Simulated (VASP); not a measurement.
Here is a VASP 6.6.1 calculation.

Contents of INCAR:

```
SYSTEM = I
ALGO = Normal
EDIFF = 1E-6
ENCUT = 520
GGA = PE
ISIF = 2
ISMEAR = -1
LASPH = .TRUE.
LCHARG = .FALSE.
LREAL = .FALSE.
LWAVE = .FALSE.
NBANDS = 10
NELM = 100
PREC = Accurate
SIGMA = 0.05
```

Contents of KPOINTS:

```
k-points
0
G
  11 11 11
  0 0 0
```

The input POSCAR:

```
I
1.0
   -1.5955958068      1.5955958068      4.2071683937
    1.5955958068     -1.5955958068      4.2071683937
    1.5955958068      1.5955958068     -4.2071683937
I
1
Direct
    0.0000000000      0.0000000000      0.0000000000
```

Potentials or basis: VASP PAW PBE potentials, release 64 (I).

The run is started by

```sh
$ cat potpaw_PBE.64/I/POTCAR > POTCAR
$ mpirun -np 1 vasp_std > vasp.out
```

Q: Predict the pressure.

A: 1.2 GPa.

Q: Predict the band gap on the k mesh.

A: Zero (an odd number of electrons rules out a gap without spin polarisation).

Stress tensor (GPa, compression positive):
```
1.64 0.00 0.00
0.00 1.64 0.00
0.00 0.00 0.20
```

Caveat: spin-orbit coupling is left out, which moves the levels of the heavy elements; an odd number of electrons without spin polarisation forces a metal; a magnetic or distorted state may lie lower.
